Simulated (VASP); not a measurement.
Crystal: HfSn2S6.

```
Hf Sn S
1.0
     3.66843    0.00000    0.00000
    -1.83421    3.17695    0.00000
     0.00000    0.00000   18.65661
Hf Sn S
1 2 6
Direct
  0.00000 0.00000 0.50000
  0.00000 0.00000 0.83333
  0.00000 0.00000 0.16667
  0.33333 0.66667 0.91155
  0.33333 0.66667 0.24488
  0.33333 0.66667 0.57822
  0.66667 0.33333 0.08845
  0.66667 0.33333 0.42178
  0.66667 0.33333 0.75512
```

| Property | Result |
| --- | --- |
| Program | VASP 6.6.1 |
| Task | relaxation of cell and atoms |
| Functional | PBE |
| Potentials or basis | VASP PAW PBE potentials, release 64 (Hf_pv, Sn_d, S) |
| Cutoff | 600 eV |
| k mesh | 12 × 12 × 2 |
| Occupations | gaussian, width 0.02 eV |
| Spin | no spin polarisation |

At the start: pressure 1.0 GPa; volume 24.16 Å³/atom.

Problem. Where does the relaxation end?

Solution. Over 21 steps the energy falls by 7.1 meV/atom and the volume is 26.39 Å³/atom (+9.2 %); space group P-3m1 (No. 164, to 0.1 Å) before and after.

The path:
| step | energy change (eV) | largest force (eV/Å) | pressure (GPa) | volume (Å³) |
| --- | --- | --- | --- | --- |
| 1 | 0.0000 | 0.3306 | 1.00 | 217.43 |
| 2 | -0.0206 | 0.4054 | -0.78 | 222.21 |
| 3 | -0.0222 | 0.3898 | -0.42 | 221.20 |
| 4 | -0.0348 | 0.1247 | -0.03 | 220.90 |
| 5 | -0.0358 | 0.0800 | 0.12 | 220.80 |
| 6 | -0.0375 | 0.0761 | 0.09 | 221.36 |
| 7 | -0.0420 | 0.0627 | 0.00 | 223.04 |
| 8 | -0.0475 | 0.0368 | -0.16 | 226.43 |
| 9 | -0.0461 | 0.1117 | -0.40 | 233.27 |
| 10 | -0.0488 | 0.0720 | -0.26 | 229.40 |
| 11 | -0.0499 | 0.0757 | -0.21 | 229.60 |
| 12 | -0.0528 | 0.0871 | -0.09 | 230.20 |
| 13 | -0.0569 | 0.1108 | 0.16 | 231.39 |
| 14 | -0.0575 | 0.1623 | 0.69 | 233.72 |
| 15 | -0.0584 | 0.1440 | 0.49 | 232.86 |
| 16 | -0.0609 | 0.0986 | 0.36 | 234.05 |
| 17 | -0.0633 | 0.0349 | -0.02 | 237.63 |
| 18 | -0.0634 | 0.0209 | 0.04 | 237.03 |
| 19 | -0.0634 | 0.0181 | 0.02 | 237.16 |
| 20 | -0.0636 | 0.0193 | -0.04 | 237.54 |
| 21 | -0.0636 | 0.0073 | 0.00 | 237.51 |

Final structure:
```
Hf Sn S
1.0
     3.68153    0.00000    0.00000
    -1.84076    3.18830    0.00000
     0.00000    0.00000   20.23488
Hf Sn S
1 2 6
Direct
  0.00000 0.00000 0.50000
  0.00000 0.00000 0.83300
  0.00000 0.00000 0.16700
  0.33333 0.66667 0.90635
  0.33333 0.66667 0.24039
  0.33333 0.66667 0.57055
  0.66667 0.33333 0.09365
  0.66667 0.33333 0.42945
  0.66667 0.33333 0.75961
```

Caveat: this functional lacks dispersion, which binds layers or chains, so the pressure and a relaxed spacing across them are unreliable.
